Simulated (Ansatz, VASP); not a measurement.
## Rb: VASP beside Ansatz

INCAR

```
PREC = Accurate ; ENCUT = 520
EDIFF = 1E-6 ; ISMEAR = -1
SIGMA = 0.1 ; LREAL = F
LASPH = T ; NELM = 60
ALGO = Normal ; ISIF = 2
LWAVE = F ; LCHARG = F
GGA = RE ; NBANDS = 16
```

File KPOINTS:

```
Automatic mesh
0
Gamma
  8 8 4
```

The input POSCAR:

```
Rb
1.0
    4.9682440897      0.0000000000      0.0000000000
   -2.4841220448      4.3026255938      0.0000000000
    0.0000000000      0.0000000000      8.1932114379
Rb
2
Direct
    0.3333333333      0.6666666667      0.2500000000
    0.6666666667      0.3333333333      0.7500000000
```

Input for Ansatz:

```yaml
crystal:
  lattice:
    - [4.9682440897, 0.0, 0.0]
    - [-2.4841220448, 4.3026255938, 0.0]
    - [0.0, 0.0, 8.1932114379]
  atoms:
    - { symbol: Rb, position: [0.3333333333, 0.6666666667, 0.25] }
    - { symbol: Rb, position: [0.6666666667, 0.3333333333, 0.75] }
hamiltonian:
  xc: revpbe
  pseudopotentials:
    kind: paw
    azcp:
      Rb: "pseudopotentials/Rb.paw.azcp"
basis:
  ecutwfc: 420
  fft_grid_basis: typed
kpoints:
  mp_grid: { grid: [8, 8, 4], shift: [0, 0, 0] }
magnetization:
  spin_polarized: false
scf:
  occupations: { method: fermi_dirac, width: 0.1 }
  lower_state_search: "off"
output:
  stress: true
```

Alike in both runs: task single point; functional revPBE; k mesh 8 × 8 × 4; occupations fermi-dirac, width 0.1 eV; no spin polarisation.

|  | VASP | Ansatz |
| --- | --- | --- |
| version | VASP 6.6.1 | Ansatz 0.2.0 |
| potentials or method | VASP PAW PBE potentials, release 64 (Rb_sv), cutoff 520 eV | plane waves (420 eV) with PAW, scalar-relativistic |
| valence electrons in the cell | 18 | 18 |

|  | VASP | Ansatz | Ansatz less VASP |
| --- | --- | --- | --- |
| pressure (GPa) | 0.4 | 0.4 | 0.00 |

VASP's potentials were made for PBE, not for revPBE.
